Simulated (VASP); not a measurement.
Here is a VASP 6.6.1 calculation.

The input INCAR:

```
SYSTEM = Zn
  PREC = Accurate
  ENCUT = 520
  EDIFF = 1E-6
  ISMEAR = -1
  SIGMA = 0.05
  LREAL = .FALSE.
  LASPH = .TRUE.
  NELM = 60
  ALGO = Normal
  ISIF = 2
  LWAVE = .FALSE.
  LCHARG = .TRUE.
  GGA = PE
  LELF = .TRUE.
  LVHAR = .TRUE.
  NBANDS = 19
```

KPOINTS

```
Automatic mesh
0
G
  18 18 18
  0 0 0
```

Contents of POSCAR:

```
Zn
1.0
   -2.2622398449      2.2622398449      1.1471481127
    2.2622398449     -2.2622398449      1.1471481127
    2.2622398449      2.2622398449     -1.1471481127
Zn
2
Direct
   -0.3750000000     -0.1250000000     -0.2500000000
    0.3750000000      0.1250000000      0.2500000000
```

Potentials or basis: VASP PAW PBE potentials, release 64 (Zn).

Command:

```sh
$ cat potpaw_PBE.64/Zn/POTCAR > POTCAR
$ mpirun -np 1 vasp_std > vasp.out
```

**Question.** Predict the pressure.

**Answer.** 55.1 GPa.

**Question.** What does it give for the band gap on the k mesh?

**Answer.** Zero (band 12 reaches 10.22 eV, above the bottom of band 13 at 2.64 eV).

Stress tensor (GPa, compression positive):
```
54.93  0.00  0.00
 0.00 54.93  0.00
 0.00  0.00 55.30
```
